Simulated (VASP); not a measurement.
The system is HfAl5N6.

```xyz
12
Lattice="3.3496 0.0000 0.0000 -1.6748 2.9008 0.0000 0.0000 0.0000 16.4096" Properties=species:S:1:pos:R:3 pbc="T T T"
Hf    0.0000    0.0000    8.2048
Al    0.0000    1.9339   13.6747
Al    1.6748    0.9669   10.9397
Al    0.0000    1.9339    5.4699
Al    1.6748    0.9669    2.7349
Al    0.0000    0.0000    0.0000
N     0.0000    0.0000   12.3072
N     0.0000    1.9339    9.5723
N     1.6748    0.9669    6.8373
N     0.0000    0.0000    4.1024
N     0.0000    1.9339    1.3675
N     1.6748    0.9669   15.0421
```

| Quantity | Value |
| --- | --- |
| Program | VASP 6.6.1 |
| Task | relaxation of cell and atoms |
| Functional | PBE |
| Potentials or basis | VASP PAW PBE potentials, release 64 (Hf_pv, Al, N) |
| Cutoff | 600 eV |
| k mesh | 6 × 6 × 1 |
| Occupations | gaussian, width 0.1 eV |
| Spin | no spin polarisation |

At the start: pressure -39.7 GPa; volume 13.29 Å³/atom.

Q: How do energy, volume and symmetry change on relaxing?

A: Over 13 steps the energy falls by 801.8 meV/atom and the volume is 9.03 Å³/atom (-32.0 %); space group P-3m1 (No. 164, to 0.1 Å) before and after.

The path:
| step | energy change (eV) | largest force (eV/Å) | pressure (GPa) | volume (Å³) |
| --- | --- | --- | --- | --- |
| 1 | 0.0000 | 1.0413 | -39.70 | 159.45 |
| 2 | -6.1256 | 7.3652 | 53.22 | 94.89 |
| 3 | -8.4327 | 4.6459 | -0.77 | 111.40 |
| 4 | -9.2103 | 2.4395 | 6.70 | 106.19 |
| 5 | -9.2740 | 1.8213 | 4.43 | 107.26 |
| 6 | -9.4721 | 0.8459 | -3.03 | 109.96 |
| 7 | -9.4722 | 0.8331 | -2.83 | 109.88 |
| 8 | -9.5678 | 0.4696 | -0.21 | 108.54 |
| 9 | -9.5884 | 0.5310 | 1.86 | 107.57 |
| 10 | -9.6163 | 0.2738 | -0.52 | 108.50 |
| 11 | -9.6174 | 0.2199 | -0.15 | 108.35 |
| 12 | -9.6214 | 0.1084 | -0.24 | 108.38 |
| 13 | -9.6221 | 0.0267 | -0.16 | 108.37 |

Final structure:
```
CELL_PARAMETERS angstrom
2.93010 0.00000 0.00000
-1.46505 2.53754 0.00000
0.00000 0.00000 14.57483
ATOMIC_POSITIONS crystal
Hf 0.00000 0.00000 0.50000
Al 0.33333 0.66667 0.83918
Al 0.66667 0.33333 0.67814
Al 0.33333 0.66667 0.32186
Al 0.66667 0.33333 0.16082
Al 0.00000 0.00000 0.00000
N 0.00000 0.00000 0.75892
N 0.33333 0.66667 0.60076
N 0.66667 0.33333 0.39924
N 0.00000 0.00000 0.24108
N 0.33333 0.66667 0.08043
N 0.66667 0.33333 0.91957
```

Caveat: the k points lie up to 0.43 Å⁻¹ apart in the final cell, too coarse for converged energies and pressures of a metal; the volume moved by over 15 % at a fixed basis, so the end points are rough.
